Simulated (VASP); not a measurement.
Write the native input for VASP 6.6.1 that does the following.

- Task: single point
- Functional: LDA
- Potentials or basis: VASP PAW LDA potentials, release 64 (O)
- Cutoff: 520 eV
- k mesh: 8 × 8 × 8
- Occupations: fermi-dirac, width 0.05 eV
- Spin: no spin polarisation
- Dipole correction: no
- Further INCAR settings: ALGO = Normal; EDIFF = 1e-06; NBANDS = 13

The structure of O lies in POSCAR:

```
O
1.0
    0.0000000000      2.1562864947      2.1562864947
    2.1562864947      0.0000000000      2.1562864947
    2.1562864947      2.1562864947      0.0000000000
O
2
Direct
    0.2500000000      0.2500000000      0.2500000000
    0.0000000000      0.0000000000      0.0000000000
```

The input as run:

INCAR

```
SYSTEM = O
PREC     = Accurate       ! precision mode
ENCUT    = 520            ! plane-wave cutoff, eV
EDIFF    = 1E-6           ! SCF threshold, eV
ISMEAR   = -1             ! smearing method
SIGMA    = 0.05           ! smearing width, eV
LREAL    = .FALSE.        ! projectors in reciprocal space
LASPH    = .TRUE.         ! aspherical terms in the spheres
NELM     = 60             ! most SCF steps
ALGO     = Normal         ! electronic algorithm
ISIF     = 2              ! what is computed and relaxed
LWAVE    = .FALSE.        ! write WAVECAR
LCHARG   = .FALSE.        ! write CHGCAR
GGA      = CA             ! functional
NBANDS   = 13             ! bands
```

KPOINTS

```
regular mesh
0
G
  8 8 8
  0 0 0
```

Potentials or basis: VASP PAW LDA potentials, release 64 (O).

Command:

```bash
$ cat potpaw_LDA.64/O/POTCAR > POTCAR
$ mpirun -np 1 vasp_std > vasp.out
```

It gave:

```yaml
Pressure: -2.1 GPa
Band_gap_on_the_k_mesh: zero (band 6 reaches 1.26 eV, above the bottom of band 7 at 0.09 eV)
```

It took 2.2 s on 1 thread of Intel(R) Xeon(R) 6975P-C (Granite Rapids), with other jobs on the host, peak memory 0.12 GiB.
